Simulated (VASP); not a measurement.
# C (Cmmm) in VASP: further runs

Runs on C. Level: LDA. Tasks: single point.

Program: VASP 6.6.1. These are calculated values, not measurements. Logs are shortened: lines on timing, memory, paths and dates and some standing lists are left out, and cuts for length are marked.

### 1 The cell of the first run

Symmetry: Cmmm, No. 65, orthorhombic system. Conventional cell: a = 3.576 Å, b = 8.667 Å, c = 2.486 Å, α = 90.00°, β = 90.00°, γ = 90.00°. C (site symmetry m) has 4 C at 1.32 to 1.52 Å within 1.8 Å. C (site symmetry m) has 4 C at 1.32 to 1.55 Å within 1.8 Å.

### 2 Single point, LDA (strain -0.1500 x Voigt [1, 0, 0, 0, 0, 0])

Input file INCAR:

```
SYSTEM = C
  ALGO = Normal
  EDIFF = 1E-6
  ENCUT = 520
  GGA = CA
  ISIF = 2
  ISMEAR = 0
  LASPH = .TRUE.
  LCHARG = .FALSE.
  LREAL = .FALSE.
  LWAVE = .FALSE.
  NBANDS = 26
  NELM = 60
  PREC = Accurate
  SIGMA = 0.05
```

Input file KPOINTS:

```
k-points
0
G
  6 6 10
  0 0 0
```

Input file POSCAR:

```
C
1.0
    1.7877818477     -4.3337146136      0.0000000000
    1.7877818477      4.3337146136      0.0000000000
    0.0000000000      0.0000000000      2.4856616114
C
8
Direct
    0.6482879639      0.9815881366      0.0000000000
    0.3517120361      0.0184118634      0.0000000000
    0.0184118634      0.3517120361      0.0000000000
    0.9815881366      0.6482879639      0.0000000000
    0.4045540954      0.2260768148      0.5000000000
    0.5954459046      0.7739231852      0.5000000000
    0.7739231852      0.5954459046      0.5000000000
    0.2260768148      0.4045540954      0.5000000000
```

Potentials or basis: VASP PAW LDA potentials, release 64 (C).

Started as:

```sh
> cat potpaw_LDA.64/C/POTCAR > POTCAR
> mpirun -np 1 vasp_std > vasp.out
```

OUTCAR:

```text
SYSTEM = C
   EDIFF = 1E-6
   ENCUT = 520
   GGA = CA
   ISIF = 2
   ISMEAR = 0
   LASPH = .TRUE.
   LREAL = .FALSE.
   NELM = 60
   PREC = Accurate

 ion  position               nearest neighbor table
   1  0.648  0.982  0.000-   3 1.32   6 1.49   6 1.49   2 1.52
   2  0.352  0.018  0.000-   4 1.32   5 1.49   5 1.49   1 1.52
   3  0.018  0.352  0.000-   1 1.32   8 1.49   8 1.49   4 1.52
   4  0.982  0.648  0.000-   2 1.32   7 1.49   7 1.49   3 1.52
   5  0.405  0.226  0.500-   7 1.32   2 1.49   2 1.49   8 1.55   6 2.03
   6  0.595  0.774  0.500-   8 1.32   1 1.49   1 1.49   7 1.55   5 2.03
   7  0.774  0.595  0.500-   5 1.32   4 1.49   4 1.49   6 1.55   8 2.03
   8  0.226  0.405  0.500-   6 1.32   3 1.49   3 1.49   5 1.55   7 2.03

  LATTYP: Found a base centered orthorhombic cell.
 ALAT       =     3.5755636954
 B/A-ratio  =     2.4240735072
 C/A-ratio  =     0.6951803473

  Lattice vectors:

 A1 = (   1.7877818477,  -4.3337146136,   0.0000000000)
 A2 = (   1.7877818477,   4.3337146136,   0.0000000000)
 A3 = (   0.0000000000,   0.0000000000,   2.4856616114)

Analysis of symmetry for initial positions (statically):
=====================================================================
 Subroutine PRICEL returns:
 Original cell was already a primitive cell.

 Routine SETGRP: Setting up the symmetry group for a
 base centered orthorhombic supercell.

 Subroutine GETGRP returns: Found  8 space group operations
 (whereof  8 operations were pure point group operations)
 out of a pool of  8 trial point group operations.

The static configuration has the point symmetry D_2h.

Analysis of symmetry for dynamics (positions and initial velocities):
=====================================================================
 Subroutine PRICEL returns:
 Original cell was already a primitive cell.

 Routine SETGRP: Setting up the symmetry group for a
 base centered orthorhombic supercell.

 Subroutine GETGRP returns: Found  8 space group operations
 (whereof  8 operations were pure point group operations)
 out of a pool of  8 trial point group operations.

The dynamic configuration has the point symmetry D_2h.

 Subroutine INISYM returns: Found  8 space group operations
 (whereof  8 operations are pure point group operations),
 and found     1 'primitive' translations

----------------------------------------------------------------------------------------

                                     Primitive cell

  volume of cell :      38.5165

  direct lattice vectors                    reciprocal lattice vectors
     1.787781848 -4.333714614  0.000000000     0.279676181 -0.115374464  0.000000000
     1.787781848  4.333714614  0.000000000     0.279676181  0.115374464  0.000000000
     0.000000000  0.000000000  2.485661611     0.000000000  0.000000000  0.402307376

  length of vectors
     4.687989578  4.687989578  2.485661611     0.302539309  0.302539309  0.402307376

  position of ions in fractional coordinates (direct lattice)
     0.648287964  0.981588137  0.000000000
     0.351712036  0.018411863  0.000000000
     0.018411863  0.351712036  0.000000000
     0.981588137  0.648287964  0.000000000
     0.404554095  0.226076815  0.500000000
     0.595445905  0.773923185  0.500000000
     0.773923185  0.595445905  0.500000000
     0.226076815  0.404554095  0.500000000

  ion indices of the primitive-cell ions
   primitive index   ion index
                 1           1
                 2           2
                 3           3
                 4           4
                 5           5
                 6           6
                 7           7
                 8           8

----------------------------------------------------------------------------------------

 KPOINTS: k-points

Automatic generation of k-mesh.
 Grid dimensions read from file:
 generate k-points for:    6    6   10

 Generating k-lattice:

  Cartesian coordinates                     Fractional coordinates (reciprocal lattice)
     0.046612697 -0.019229077  0.000000000     0.166666667  0.000000000  0.000000000
     0.046612697  0.019229077  0.000000000     0.000000000  0.166666667  0.000000000
     0.000000000  0.000000000  0.040230738     0.000000000  0.000000000  0.100000000

  Length of vectors
     0.050423218  0.050423218  0.040230738

  Shift w.r.t. Gamma in fractional coordinates (k-lattice)
     0.000000000  0.000000000  0.000000000

 Subroutine IBZKPT returns following result:
 ===========================================

 Found     78 irreducible k-points:

 Following reciprocal coordinates:
            Coordinates               Weight
  0.000000  0.000000  0.000000      1.000000
  0.166667  0.000000  0.000000      4.000000
  0.333333  0.000000  0.000000      4.000000
  0.500000  0.000000  0.000000      2.000000
  0.166667  0.166667  0.000000      2.000000
  0.333333  0.166667  0.000000      4.000000
[... 16 lines left out ...]
  0.333333  0.333333  0.100000      4.000000
  0.500000  0.333333  0.100000      8.000000
 [... further k-points ...]
   k-points           NKPTS =     78   k-points in BZ     NKDIM =     78   number of bands    NBANDS=     26
   number of dos      NEDOS =    301   number of ions     NIONS =      8
   total plane-waves  NPLWV =  23328
   dimension x,y,z NGX =    36 NGY =   36 NGZ =   18
   dimension x,y,z NGXF=    72 NGYF=   72 NGZF=   36
   ions per type =               8
   NGX,Y,Z   is equivalent  to a cutoff of  12.77, 12.77, 12.04 a.u.
   NGXF,Y,Z  is equivalent  to a cutoff of  25.53, 25.53, 24.08 a.u.
 SYSTEM =  C
   PREC   = accura    normal or accurate (medium, high low for compatibility)
   ISTART =      0    job   : 0-new  1-cont  2-samecut
   ICHARG =      2    charge: 1-file 2-atom 10-const
   ISPIN  =      1    spin polarized calculation?
   LNONCOLLINEAR =      F non collinear calculations
   LSORBIT =      F    spin-orbit coupling
   LASPH  =      T    aspherical Exc in radial PAW
   ENCUT  =  520.0 eV  38.22 Ry    6.18 a.u.   8.72  8.72  4.62*2*pi/ulx,y,z
   NELM   =     60;   NELMIN=  2; NELMDL= -5     # of ELM steps
   EDIFF  = 0.1E-05   stopping-criterion for ELM
   LREAL  =      F    real-space projection
   EDIFFG = 0.1E-04   stopping-criterion for IOM
   NSW    =      0    number of steps for IOM
   IBRION =     -1    ionic relax: 0-MD 1-quasi-New 2-CG
   NFREE  =      0    steps in history (QN), initial steepest desc. (CG)
   ISIF   =      2    stress and relaxation
   ISYM   =      2    0-nonsym 1-usesym 2-fastsym
   POTIM  = 0.5000    time-step for ionic-motion
   TEBEG  =    0.0;   TEEND  =   0.0 temperature during run
   PSTRESS=    0.0 pullay stress
   NELECT =      32.0000    total number of electrons
   NUPDOWN=      -1.0000    fix difference up-down
   EMIN   =  10.00;   EMAX   =-10.00  energy-range for DOS
   EFERMI =   0.00;   METHOD = LEGACY
   ISMEAR =     0;   SIGMA  =   0.05  broadening in eV -4-tet -1-fermi 0-gaus
   EFERMI_NEDOS =   21; number of points for ismear=-14 and -15
   IALGO  =     38    algorithm
   IMIX   =      4    mixing-type and parameters
     AMIX     =   0.40;   BMIX     =  1.00
     AMIX_MAG =   1.60;   BMIX_MAG =  1.00
  volume/ion in A,a.u.               =       4.81        32.49
  Fermi-wavevector in a.u.,A,eV,Ry     =   1.539014  2.908315 32.226267  2.368564
  Thomas-Fermi vector in A             =   2.645301
   LORBIT       =      0    0 simple, 1 ext, 2 COOP (PROOUT), +10 PAW based schemes
   GGA     = CA    functional components
   LHFCALC =     F    Hartree Fock is set to
   AEXX    =    0.0000 exact exchange contribution
   IVDW    =     0    specifies the selected vdW correction
   LEPSILON=     F    determine dielectric tensor
   LRPA    =     F    only Hartree local field effects (RPA)
 non-spin polarized calculation
 Gauss-broadening in eV      SIGMA  =   0.05
  energy-cutoff  :      520.00
  volume of cell :       38.52
 maximum number of plane-waves:      1054
   NGX = 17   NGY = 17   NGZ =  9

 number of electron      32.0000004 magnetization

 Free energy of the ion-electron system (eV)
  ---------------------------------------------------
  ext. energy  EPLUGINS =         0.00000000
  ---------------------------------------------------
  free energy    TOTEN  =       -73.83180351 eV

  energy without entropy =      -73.83180351  energy(sigma->0) =      -73.83180351

 E-fermi :  13.8072     XC(G=0): -14.2424

 val. band max:       13.4669247341   @ k =   0.5000   0.5000   0.0000
 cond. band min:      14.6385440027   @ k =   0.5000   0.5000   0.5000
 fundamental gap:      1.1716192687
 Fermi energy:        13.8071647514

 k-point     1 :       0.0000    0.0000    0.0000
  band No.  band energies     occupation
      1     -11.6934      2.00000
      2      -6.4617      2.00000
      3      -5.3506      2.00000
      4      -2.1242      2.00000
      5      -1.1540      2.00000
      6      -0.6800      2.00000
[... 18 lines left out ...]
     25      25.0567      0.00000
     26      25.9444      0.00000

 k-point     2 :       0.1667    0.0000    0.0000
  band No.  band energies     occupation
      1     -11.4124      2.00000
      2      -6.7259      2.00000
      3      -5.1958      2.00000
      4      -4.1112      2.00000
      5      -2.2932      2.00000
      6       1.1033      2.00000
[... 18 lines left out ...]
     25      24.1739      0.00000
     26      26.0085      0.00000

 k-point     3 :       0.3333    0.0000    0.0000
  band No.  band energies     occupation
      1     -10.5921      2.00000
      2      -7.3331      2.00000
      3      -6.4530      2.00000
      4      -5.0425      2.00000
      5      -1.7953      2.00000
      6       2.8153      2.00000
[... 18 lines left out ...]
     25      23.8435      0.00000
     26      23.9926      0.00000

 k-point     4 :       0.5000    0.0000    0.0000
  band No.  band energies     occupation
      1      -9.6371      2.00000
      2      -8.5965      2.00000
      3      -6.5702      2.00000
      4      -5.5208      2.00000
      5      -0.3005      2.00000
      6       0.8735      2.00000
[... 18 lines left out ...]
     25      21.9266      0.00000
     26      26.1919      0.00000

 k-point     5 :       0.1667    0.1667    0.0000
  band No.  band energies     occupation
      1     -10.7533      2.00000
      2      -6.4616      2.00000
      3      -6.3380      2.00000
      4      -5.5459      2.00000
      5      -2.8048      2.00000
      6       4.0492      2.00000
[... 18 lines left out ...]
     25      24.3192      0.00000
     26      25.7698      0.00000

 k-point     6 :       0.3333    0.1667    0.0000
  band No.  band energies     occupation
      1      -9.6984      2.00000
      2      -8.2577      2.00000
      3      -7.3267      2.00000
      4      -4.6889      2.00000
      5      -1.5733      2.00000
      6       2.5606      2.00000
[... 427 lines left out ...]
 k-point    21 :      -0.3333    0.1667    0.1000
  band No.  band energies     occupation
      1     -10.8955      2.00000
      2      -8.0022      2.00000
      3      -5.0458      2.00000
      4      -2.7435      2.00000
      5      -1.0164      2.00000
      6       0.8975      2.00000
[... 18 lines left out ...]
     25      23.8163      0.00000
     26      25.1629      0.00000

 k-point    22 :      -0.1667    0.1667    0.1000
  band No.  band energies     occupation
      1     -11.3410      2.00000
      2      -7.4853      2.00000
      3      -4.1227      2.00000
      4      -1.9353      2.00000
      5      -1.4691      2.00000
      6       0.0236      2.00000
[... 18 lines left out ...]
     25      24.3309      0.00000
     26      26.3195      0.00000

 k-point    23 :       0.3333    0.3333    0.1000
  band No.  band energies     occupation
      1      -9.2511      2.00000
      2      -9.0742      2.00000
      3      -7.1783      2.00000
      4      -2.7462      2.00000
      5      -0.4335      2.00000
      6       2.2534      2.00000
[... 18 lines left out ...]
     25      22.1681      0.00000
     26      23.6644      0.00000

 k-point    24 :       0.5000    0.3333    0.1000
  band No.  band energies     occupation
      1     -10.2357      2.00000
      2      -9.2593      2.00000
      3      -5.2733      2.00000
      4      -1.3186      2.00000
      5      -0.2680      2.00000
      6       1.4421      2.00000
[... 18 lines left out ...]
     25      23.7620      0.00000
     26      23.8931      0.00000

 [... further k-points ...]
[... 5 lines left out ...]
  --------------------------------------------------------------------------------------
  -------------------------------------------------------------------------------------
  Total       82.8878816      3.0135199      2.1408812      0.0000000      0.0000000      0.0000000
  in kB     3447.9010215    125.3538875     89.0545908      0.0000000      0.0000000      0.0000000
  external PRESSURE =    1220.7698333 kB  Pullay stress =       0.0000000 kB

 VOLUME and BASIS-vectors are now :
 -----------------------------------------------------------------------------
  energy-cutoff  :      520.00
  volume of cell :       38.52
      direct lattice vectors                 reciprocal lattice vectors
     1.787781848 -4.333714614  0.000000000     0.279676181 -0.115374464  0.000000000
     1.787781848  4.333714614  0.000000000     0.279676181  0.115374464  0.000000000
     0.000000000  0.000000000  2.485661611     0.000000000  0.000000000  0.402307376

 POSITION                                       TOTAL-FORCE (eV/Angst)
 -----------------------------------------------------------------------------------
      2.91386      1.44443      0.00000        -3.995195      0.511061      0.000000
      0.66170     -1.44443      0.00000         3.995195     -0.511061     -0.000000
      0.66170      1.44443      0.00000         3.995195      0.511061     -0.000000
      2.91386     -1.44443      0.00000        -3.995195     -0.511061      0.000000
      1.12743     -0.77347      1.24283        -5.974959      0.529883      0.000000
      2.44813      0.77347      1.24283         5.974959     -0.529883      0.000000
      2.44813     -0.77347      1.24283         5.974959      0.529883      0.000000
      1.12743      0.77347      1.24283        -5.974959     -0.529883      0.000000
 -----------------------------------------------------------------------------------
    total drift:                                0.000000     -0.000000      0.000000

  FREE ENERGIE OF THE ION-ELECTRON SYSTEM (eV)
  ---------------------------------------------------
  free  energy   TOTEN  =       -73.8318035081 eV

  energy  without entropy=      -73.8318035081  energy(sigma->0) =      -73.83180351
```

Run time: 53 s. Hardware: 1 thread of Intel Xeon 6975P-C, shared host; peak memory 0.17 GiB.

What came out:

| Item | Value |
| --- | --- |
| Free energy | -73.8318 eV |
| Pressure | 122.1 GPa |
| Largest force | 5.998 eV/Å |
| Band gap on the k mesh | 1.17 eV, indirect (least direct gap 2.29 eV) |

Forces in eV/Å, atoms in the order of the input:
```
C   -3.995  0.511  0.000
C    3.995 -0.511  0.000
C    3.995  0.511  0.000
C   -3.995 -0.511  0.000
C   -5.975  0.530  0.000
C    5.975 -0.530  0.000
C    5.975  0.530  0.000
C   -5.975 -0.530  0.000
```

Caveat: the cell differs from its parent crystal (strain -0.1500 x Voigt [1, 0, 0, 0, 0, 0]); forces of over 1 eV/Å act on the atoms, so gaps and moduli don't describe the material at rest.

### 3 Single point, LDA (strain -0.1125 x Voigt [1, 0, 0, 0, 0, 0])

Input file INCAR:

```
ALGO     = Normal         # electronic algorithm
EDIFF    = 1E-6           # SCF threshold, eV
ENCUT    = 520            # plane-wave cutoff, eV
GGA      = CA             # functional
ISIF     = 2              # what is computed and relaxed
ISMEAR   = 0              # smearing method
LASPH    = T              # aspherical terms in the spheres
LCHARG   = F              # write CHGCAR
LREAL    = F              # projectors in reciprocal space
LWAVE    = F              # write WAVECAR
NBANDS   = 26             # bands
NELM     = 80             # most SCF steps
PREC     = Accurate       # precision mode
SIGMA    = 0.05           # smearing width, eV
```

Input file KPOINTS:

```
k-points
0
Gamma
  6 6 10
```

Edit POSCAR of step 2 so:

```diff
@@ -2,4 +2,4 @@
 1.0
-    1.7877818477     -4.3337146136      0.0000000000
-    1.7877818477      4.3337146136      0.0000000000
+    1.8666545763     -4.3337146136      0.0000000000
+    1.8666545763      4.3337146136      0.0000000000
     0.0000000000      0.0000000000      2.4856616114
```

Potentials or basis: VASP PAW LDA potentials, release 64 (C).

Started as:

```sh
> cat potpaw_LDA.64/C/POTCAR > POTCAR
> mpirun -np 1 vasp_std > vasp.out
```

It took 62 s on 1 thread of Intel Xeon 6975P-C, shared host; peak memory 0.17 GiB.

Results (log left out):

```
Free energy            : -76.8030 eV
Pressure               : 79.0 GPa
Largest force          : 3.526 eV/Å
Band gap on the k mesh : 2.09 eV, indirect (least direct gap 3.20 eV)
```

Forces in eV/Å, atoms in the order of the input:
```
C   -2.061  0.369  0.000
C    2.061 -0.369  0.000
C    2.061  0.369  0.000
C   -2.061 -0.369  0.000
C   -3.509  0.348  0.000
C    3.509 -0.348  0.000
C    3.509  0.348  0.000
C   -3.509 -0.348  0.000
```

Stress tensor (GPa, compression positive):
```
220.52   0.00   0.00
  0.00   9.77   0.00
  0.00   0.00   6.74
```

Levels at points of the mesh, in eV from the valence-band top:
```
           k point  band 12  band 13  band 14  band 15  band 16  band 17  band 18  band 19  band 20  band 21
(0.00, 0.00, 0.00)    -4.32    -4.04    -2.76    -2.54    -2.20     2.54     2.97     2.99     6.47     7.95
(0.50, 0.00, 0.00)    -5.50    -4.69    -4.38    -4.10    -3.29     4.19     4.80     4.94     6.29     6.84
(0.50, 0.50, 0.00)    -6.98    -3.56    -1.49    -0.72     0.00     3.20     3.32     5.25     6.81     6.82
(0.00, 0.00, 0.50)    -8.64    -8.23    -8.06    -3.38    -3.38     5.84     6.15     6.51     6.61     8.58
(0.50, 0.00, 0.50)    -6.85    -5.34    -5.04    -4.96    -3.89     5.65     5.70     5.74     7.53     7.70
(0.50, 0.50, 0.50)    -7.90    -7.70    -7.39    -5.48    -5.45     2.09     2.79     3.39     4.74    11.56
```

Caveat: the cell differs from its parent crystal (strain -0.1125 x Voigt [1, 0, 0, 0, 0, 0]); forces of over 1 eV/Å act on the atoms, so gaps and moduli don't describe the material at rest. A k mesh can miss the band edges.
